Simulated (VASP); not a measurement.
Here is a VASP 6.6.1 calculation.

File POSCAR:

```
ZnS
1.0
    0.0000000000      2.7549938462      2.7549938462
    2.7549938462      0.0000000000      2.7549938462
    2.7549938462      2.7549938462      0.0000000000
Zn S
1 1
Direct
    0.7500000000      0.7500000000      0.7500000000
    0.0000000000      0.0000000000      0.0000000000
```

The input INCAR.step1:

```
PREC = Accurate ; ENCUT = 520
ISMEAR = -1 ; SIGMA = 0.05
LREAL = False ; LASPH = True
NELM = 100 ; NBANDS = 16
GGA = PE ; ALGO = Normal
EDIFF = 1E-4 ; LWAVE = True
LCHARG = False
```

File INCAR.step2:

```
PREC = Accurate ; ENCUT = 520
EDIFF = 1E-7 ; ISMEAR = -1
SIGMA = 0.05 ; LREAL = False
LASPH = True ; NELM = 100
ALGO = Normal ; ISIF = 2
LWAVE = False ; LCHARG = True
METAGGA = R2SCAN ; LMIXTAU = True
LELF = True ; LVHAR = True
NBANDS = 16 ; ISTART = 1
```

The input KPOINTS:

```
regular mesh
0
Gamma
  9 9 9
```

Potentials or basis: VASP PAW PBE potentials, release 64 (Zn, S).

Launch:

```sh
$ cat potpaw_PBE.64/Zn/POTCAR potpaw_PBE.64/S/POTCAR > POTCAR
$ cp INCAR.step1 INCAR
$ mpirun -np 1 vasp_std > vasp.out
$ cp INCAR.step2 INCAR
$ mpirun -np 1 vasp_std > vasp.out
```

Question: Estimate the pressure.

Answer: -4.5 GPa.

Question: Predict the band gap on the k mesh.

Answer: 2.41 eV, direct.

Caveat: the PAW data sets were made with another functional, which shifts forces and pressure a little. r2SCAN opens gaps a little over a GGA but as a rule still falls short of measured ones.
